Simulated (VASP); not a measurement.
# SiNi3 (Pm-3m) in VASP: notebook, part 2 of 2

VASP 6.6.1. Earlier steps stand in the parts before.

### Step 3. Single point, PBE, collinear spin, ferromagnetic start (volume scaled by 1.02)

Contents of INCAR:

```
ALGO = Normal
EDIFF = 1E-7
ENCUT = 520
GGA = PE
ISIF = 2
ISMEAR = -1
ISPIN = 2
LASPH = True
LCHARG = False
LMAXMIX = 4
LORBIT = 11
LREAL = False
LWAVE = False
MAGMOM = 1 1 1 0
NBANDS = 29
NELM = 150
PREC = Accurate
SIGMA = 0.05
```

Contents of KPOINTS:

```
k-points
0
Gamma
  8 8 8
```

Contents of POSCAR:

```
SiNi3
1.0
    3.5654576373      0.0000000000      0.0000000000
    0.0000000000      3.5654576373      0.0000000000
    0.0000000000      0.0000000000      3.5654576373
Ni Si
3 1
Direct
    0.5000000000      0.5000000000      0.0000000000
    0.5000000000      0.0000000000      0.5000000000
    0.0000000000      0.5000000000      0.5000000000
    0.0000000000      0.0000000000      0.0000000000
```

Potentials or basis: VASP PAW PBE potentials, release 64 (Ni, Si).

Run with:

```bash
cat potpaw_PBE.64/Ni/POTCAR potpaw_PBE.64/Si/POTCAR > POTCAR
mpirun -np 1 vasp_std > vasp.out
```

OUTCAR:

```text
EDIFF = 1E-7
   ENCUT = 520
   GGA = PE
   ISIF = 2
   ISMEAR = -1
   ISPIN = 2
   LASPH = True
   LORBIT = 11
   LREAL = False
   NELM = 150
   PREC = Accurate

 ion  position               nearest neighbor table
   1  0.500  0.500  0.000-   2 2.52   3 2.52   4 2.52   2 2.52   3 2.52   2 2.52   4 2.52   2 2.52
                             3 2.52   4 2.52   3 2.52   4 2.52
   2  0.500  0.000  0.500-   1 2.52   3 2.52   4 2.52   1 2.52   4 2.52   1 2.52   3 2.52   1 2.52
                             3 2.52   4 2.52   4 2.52   3 2.52
   3  0.000  0.500  0.500-   1 2.52   2 2.52   4 2.52   1 2.52   4 2.52   2 2.52   4 2.52   4 2.52
                             1 2.52   2 2.52   1 2.52   2 2.52
   4  0.000  0.000  0.000-   1 2.52   2 2.52   3 2.52   2 2.52   3 2.52   1 2.52   3 2.52   3 2.52
                             1 2.52   2 2.52   2 2.52   1 2.52

  LATTYP: Found a simple cubic cell.
 ALAT       =     3.5654576373

  Lattice vectors:

 A1 = (   3.5654576373,   0.0000000000,   0.0000000000)
 A2 = (   0.0000000000,   3.5654576373,   0.0000000000)
 A3 = (   0.0000000000,   0.0000000000,   3.5654576373)

[... 1740 lines left out ...]
     28      24.3691      0.00000
     29      26.4325      0.00000

 [... further k-points ...]
[... 5 lines left out ...]
  --------------------------------------------------------------------------------------
  -------------------------------------------------------------------------------------
  Total       -2.6529900     -2.6529900     -2.6529900      0.0000000     -0.0000000     -0.0000000
  in kB      -93.7778667    -93.7778667    -93.7778667      0.0000000     -0.0000000     -0.0000000
  external PRESSURE =     -93.7778667 kB  Pullay stress =       0.0000000 kB

 VOLUME and BASIS-vectors are now :
 -----------------------------------------------------------------------------
  energy-cutoff  :      520.00
  volume of cell :       45.33
      direct lattice vectors                 reciprocal lattice vectors
     3.565457637  0.000000000  0.000000000     0.280468905  0.000000000  0.000000000
     0.000000000  3.565457637  0.000000000     0.000000000  0.280468905  0.000000000
     0.000000000  0.000000000  3.565457637     0.000000000  0.000000000  0.280468905

 POSITION                                       TOTAL-FORCE (eV/Angst)
 -----------------------------------------------------------------------------------
      1.78273      1.78273      0.00000         0.000000      0.000000      0.000000
      1.78273      0.00000      1.78273         0.000000      0.000000      0.000000
      0.00000      1.78273      1.78273         0.000000      0.000000      0.000000
      0.00000      0.00000      0.00000         0.000000      0.000000      0.000000
 -----------------------------------------------------------------------------------
    total drift:                                0.000000      0.000000      0.000000

  FREE ENERGIE OF THE ION-ELECTRON SYSTEM (eV)
  ---------------------------------------------------
  free  energy   TOTEN  =       -23.6198641774 eV

  energy  without entropy=      -23.6009075018  energy(sigma->0) =      -23.61038584

 total charge

# of ion       s       p       d       tot
------------------------------------------
    1        0.462   0.519   8.385   9.367
    2        0.462   0.519   8.385   9.367
    3        0.462   0.519   8.385   9.367
    4        0.730   0.793   0.000   1.523
--------------------------------------------------
tot          2.118   2.352  25.154  29.623

 magnetization (x)

# of ion       s       p       d       tot
------------------------------------------
    1       -0.000  -0.000   0.000   0.000
    2       -0.000  -0.000   0.000   0.000
    3       -0.000  -0.000   0.000   0.000
    4       -0.000  -0.000   0.000  -0.000
--------------------------------------------------
tot         -0.000  -0.000   0.000   0.000
```

OSZICAR:

```text
N       E                     dE             d eps       ncg     rms          rms(c)
DAV:   1     0.205984721770E+03    0.20598E+03   -0.14661E+04  4148   0.152E+03
DAV:   2    -0.129231651681E+02   -0.21891E+03   -0.20305E+03  4065   0.300E+02
DAV:   3    -0.267945060993E+02   -0.13871E+02   -0.12984E+02  4624   0.908E+01
DAV:   4    -0.270460989695E+02   -0.25159E+00   -0.25106E+00  4607   0.119E+01
DAV:   5    -0.270530609742E+02   -0.69620E-02   -0.69614E-02  4951   0.174E+00    0.194E+01
DAV:   6    -0.277470201906E+02   -0.69396E+00   -0.26657E+01  4876   0.919E+01    0.196E+01
DAV:   7    -0.236686849341E+02    0.40783E+01   -0.10053E+01  4942   0.519E+01    0.360E+00
DAV:   8    -0.236326816461E+02    0.36003E-01   -0.25781E-01  4767   0.391E+00    0.145E+00
DAV:   9    -0.236221621666E+02    0.10519E-01   -0.15810E-02  5760   0.135E+00    0.619E-01
DAV:  10    -0.236204592555E+02    0.17029E-02   -0.12045E-03  5280   0.325E-01    0.306E-01
DAV:  11    -0.236198064931E+02    0.65276E-03   -0.23093E-04  5756   0.234E-01    0.997E-02
DAV:  12    -0.236198660850E+02   -0.59592E-04   -0.10553E-04  5453   0.122E-01    0.456E-02
DAV:  13    -0.236198699663E+02   -0.38813E-05   -0.14951E-05  5482   0.488E-02    0.235E-02
DAV:  14    -0.236198649618E+02    0.50045E-05   -0.38609E-06  5495   0.251E-02    0.580E-03
DAV:  15    -0.236198646178E+02    0.34394E-06   -0.97438E-07  4542   0.102E-02    0.236E-03
DAV:  16    -0.236198643087E+02    0.30913E-06   -0.30087E-08  2490   0.194E-03    0.108E-03
DAV:  17    -0.236198642066E+02    0.10209E-06   -0.85596E-09  2340   0.943E-04    0.466E-04
DAV:  18    -0.236198641774E+02    0.29245E-07   -0.32859E-09  2295   0.722E-04
   1 F= -.23619864E+02 E0= -.23610386E+02  d E =-.189567E-01  mag=     0.0000
```

Wall time 59 s (1 thread of Intel Xeon 6975P-C (Granite Rapids), shared host); peak memory 0.2 GiB.

What came out:

- Free energy: -23.6199 eV
- Pressure: -9.4 GPa
- Band gap on the k mesh: zero (filled and empty bands overlap)
- Net moment: 0.00 μB per cell
- Valence electrons inside the program's atomic spheres: Ni 9.37; Si 1.52

### Step 4. Single point, PBE, collinear spin, ferromagnetic start (volume scaled by 1.04)

Contents of INCAR:

```
SYSTEM = SiNi3
PREC     = Accurate       ! precision mode
ENCUT    = 520            ! plane-wave cutoff, eV
EDIFF    = 1E-6           ! SCF threshold, eV
ISMEAR   = -1             ! smearing method
SIGMA    = 0.05           ! smearing width, eV
LREAL    = .FALSE.        ! projectors in reciprocal space
LASPH    = .TRUE.         ! aspherical terms in the spheres
NELM     = 150            ! most SCF steps
ALGO     = Normal         ! electronic algorithm
ISIF     = 2              ! what is computed and relaxed
LWAVE    = .FALSE.        ! write WAVECAR
LCHARG   = .TRUE.         ! write CHGCAR
ISPIN    = 2              ! spin polarisation
MAGMOM   = 1 1 1 0        ! initial moments
LORBIT   = 11             ! projections on sites
LMAXMIX  = 4              ! l up to which the mixer works
GGA      = PE             ! functional
LELF     = .TRUE.         ! ELF
LVHAR    = .TRUE.       
NBANDS   = 29             ! bands
```

Contents of KPOINTS:

```
regular mesh
0
G
  8 8 8
  0 0 0
```

Contents of POSCAR:

```
SiNi3
1.0
    3.5886106083      0.0000000000      0.0000000000
    0.0000000000      3.5886106083      0.0000000000
    0.0000000000      0.0000000000      3.5886106083
Ni Si
3 1
Direct
    0.5000000000      0.5000000000      0.0000000000
    0.5000000000      0.0000000000      0.5000000000
    0.0000000000      0.5000000000      0.5000000000
    0.0000000000      0.0000000000      0.0000000000
```

Potentials or basis: VASP PAW PBE potentials, release 64 (Ni, Si).

Run with:

```bash
cat potpaw_PBE.64/Ni/POTCAR potpaw_PBE.64/Si/POTCAR > POTCAR
mpirun -np 1 vasp_std > vasp.out
```

OUTCAR:

```text
SYSTEM = SiNi3
   PREC = Accurate
   ENCUT = 520
   EDIFF = 1E-6
   ISMEAR = -1
   LREAL = .FALSE.
   LASPH = .TRUE.
   NELM = 150
   ISIF = 2
   ISPIN = 2
   LORBIT = 11
   GGA = PE

 ion  position               nearest neighbor table
   1  0.500  0.500  0.000-   2 2.54   3 2.54   4 2.54   2 2.54   3 2.54   2 2.54   4 2.54   2 2.54
                             3 2.54   4 2.54   3 2.54   4 2.54
   2  0.500  0.000  0.500-   1 2.54   3 2.54   4 2.54   1 2.54   4 2.54   1 2.54   3 2.54   1 2.54
                             3 2.54   4 2.54   4 2.54   3 2.54
   3  0.000  0.500  0.500-   1 2.54   2 2.54   4 2.54   1 2.54   4 2.54   2 2.54   4 2.54   4 2.54
                             1 2.54   2 2.54   1 2.54   2 2.54
   4  0.000  0.000  0.000-   1 2.54   2 2.54   3 2.54   2 2.54   3 2.54   1 2.54   3 2.54   3 2.54
                             1 2.54   2 2.54   2 2.54   1 2.54

  LATTYP: Found a simple cubic cell.
[... 1773 lines left out ...]
 -----------------------------------------------------------------------------------
      1.79431      1.79431      0.00000         0.000000      0.000000      0.000000
      1.79431      0.00000      1.79431         0.000000      0.000000      0.000000
      0.00000      1.79431      1.79431         0.000000      0.000000      0.000000
      0.00000      0.00000      0.00000         0.000000      0.000000      0.000000
 -----------------------------------------------------------------------------------
    total drift:                                0.000000      0.000000      0.000000

  FREE ENERGIE OF THE ION-ELECTRON SYSTEM (eV)
  ---------------------------------------------------
  free  energy   TOTEN  =       -23.5592195419 eV

  energy  without entropy=      -23.5399612673  energy(sigma->0) =      -23.54959040

 total charge

# of ion       s       p       d       tot
------------------------------------------
    1        0.454   0.501   8.376   9.331
    2        0.454   0.501   8.376   9.331
    3        0.454   0.501   8.376   9.331
    4        0.731   0.782   0.000   1.514
--------------------------------------------------
tot          2.094   2.286  25.128  29.508

 magnetization (x)

# of ion       s       p       d       tot
------------------------------------------
    1        0.000   0.000  -0.000  -0.000
    2        0.000   0.000  -0.000  -0.000
    3        0.000   0.000  -0.000  -0.000
    4        0.000   0.000   0.000   0.000
--------------------------------------------------
tot          0.000   0.000  -0.000  -0.000
```

stdout:

```text
POSCAR found type information on POSCAR NiSi
 POSCAR found :  2 types and       4 ions
 scaLAPACK will be used
 LDA part: xc-table for (Slater+PW92), standard interpolation
 POSCAR, INCAR and KPOINTS ok, starting setup
 FFT: planning ... GRIDC
 FFT: planning ... GRID_SOFT
 FFT: planning ... GRID
 WAVECAR not read
 entering main loop
```

Run time: 55 s. Hardware: 1 thread of Intel Xeon 6975P-C (Granite Rapids), shared host; peak memory 0.21 GiB.

What came out:

* Free energy: -23.5592 eV
* Pressure: -12.4 GPa
* Band gap on the k mesh: zero (filled and empty bands overlap)
* Net moment: 0.00 μB per cell
* Valence electrons inside the program's atomic spheres: Ni 9.33; Si 1.51

Levels at points of the mesh, in eV from the Fermi level:
Spin up:
```csv
k point,band 15,band 16,band 17,band 18,band 19,band 20
"(0.00, 0.00, 0.00)",-0.57,-0.28,0.02,0.02,0.02,4.19
"(0.50, 0.00, 0.00)",-1.04,-0.51,0.02,3.34,3.34,4.68
"(0.50, 0.50, 0.00)",-1.01,-0.92,-0.86,0.58,0.58,5.17
"(0.50, 0.50, 0.50)",-1.12,-0.26,-0.20,-0.20,-0.20,0.92
```
Spin down:
```csv
k point,band 13,band 14,band 15,band 16,band 17,band 18,band 19,band 20,band 21,band 22
"(0.00, 0.00, 0.00)",-0.80,-0.57,-0.57,-0.28,0.02,0.02,0.02,4.19,6.00,6.00
"(0.50, 0.00, 0.00)",-1.19,-1.17,-1.04,-0.51,0.02,3.34,3.34,4.68,5.11,5.11
"(0.50, 0.50, 0.00)",-1.30,-1.28,-1.01,-0.92,-0.86,0.58,0.58,5.17,5.99,7.42
"(0.50, 0.50, 0.50)",-1.30,-1.12,-1.12,-0.26,-0.20,-0.20,-0.20,0.92,3.72,3.72
```

### Step 5. The runs side by side

| cell | gap on the mesh (eV) | pressure (GPa) | moment (μB) |
| --- | --- | --- | --- |
| a = 3.542 Å, 4 atoms | none | -5.9 | 0.00 |
| a = 3.565 Å, 4 atoms | none | -9.4 | 0.00 |
| a = 3.589 Å, 4 atoms | none | -12.4 | 0.00 |

Alike in all rows: task single point; level PBE; potentials or basis VASP PAW PBE potentials, release 64 (Ni, Si); spin collinear, ferromagnetic start; k mesh 8 × 8 × 8; cutoff (eV) 520; smearing fermi-dirac 0.05 eV.

Absolute energies hang on the potentials; compare differences alone.
